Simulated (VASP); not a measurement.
Input of a VASP 6.6.1 run:

File POSCAR:

```
Rh
1.0
    2.7036431835      0.0000000000      0.0000000000
   -1.3518215917      2.3414236797      0.0000000000
    0.0000000000      0.0000000000      4.3486172221
Rh
2
Direct
    0.6666666667      0.3333333333      0.7500000000
    0.3333333333      0.6666666667      0.2500000000
```

The input INCAR.step1:

```
SYSTEM = Rh
  PREC = Accurate
  ENCUT = 680
  ISMEAR = 0
  SIGMA = 0.1
  LREAL = .FALSE.
  LASPH = .TRUE.
  NELM = 120
  NBANDS = 24
  GGA = PE
  ALGO = Normal
  EDIFF = 1E-5
  LWAVE = .TRUE.
  LCHARG = .FALSE.
  GGA_COMPAT = .FALSE.
```

The input INCAR.step2:

```
SYSTEM = Rh
  PREC = Accurate
  ENCUT = 680
  EDIFF = 1E-6
  ISMEAR = 0
  SIGMA = 0.1
  LREAL = .FALSE.
  LASPH = .TRUE.
  NELM = 120
  ALGO = Normal
  ISIF = 2
  LWAVE = .FALSE.
  LCHARG = .TRUE.
  METAGGA = R2SCAN
  LMIXTAU = .TRUE.
  LELF = .TRUE.
  LVHAR = .TRUE.
  NBANDS = 24
  ISTART = 1
  GGA_COMPAT = .FALSE.
```

The input KPOINTS:

```
Automatic mesh
0
G
  24 24 12
  0 0 0
```

Potentials or basis: VASP PAW PBE potentials, release 64 (Rh_sv_GW).

Launch:

```console
$ cat potpaw_PBE.64/Rh_sv_GW/POTCAR > POTCAR
$ cp INCAR.step1 INCAR
$ mpirun -np 1 vasp_std > vasp.out
$ cp INCAR.step2 INCAR
$ mpirun -np 1 vasp_std > vasp.out
```

(1) Estimate the band gap on the k mesh.

(2) Predict the pressure.

Answers

(1) zero (bands 17 and 18 overlap by 2.48 eV).

(2) 0.1 GPa.

Caveat: the PAW data sets were made with another functional, which shifts forces and pressure a little.
